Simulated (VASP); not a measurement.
Input of a VASP 6.6.1 run:

File INCAR:

```
ALGO = Normal
EDIFF = 1E-7
ENCUT = 520
GGA = CA
ISIF = 2
ISMEAR = -1
LASPH = T
LCHARG = T
LELF = T
LREAL = F
LVHAR = T
LWAVE = F
NBANDS = 17
NELM = 100
PREC = Accurate
SIGMA = 0.01
```

File KPOINTS:

```
k-points
0
Gamma
  7 7 7
```

Contents of POSCAR:

```
PbS
1.0
    0.0000000000      2.9846363338      2.9846363338
    2.9846363338      0.0000000000      2.9846363338
    2.9846363338      2.9846363338      0.0000000000
Pb S
1 1
Direct
    0.0000000000      0.0000000000      0.0000000000
    0.5000000000      0.5000000000      0.5000000000
```

Potentials or basis: VASP PAW LDA potentials, release 64 (Pb_d, S).

Launch:

```bash
$ cat potpaw_LDA.64/Pb_d/POTCAR potpaw_LDA.64/S/POTCAR > POTCAR
$ mpirun -np 1 vasp_std > vasp.out
```

Q: What does it give for the pressure?

A: -3.6 GPa.
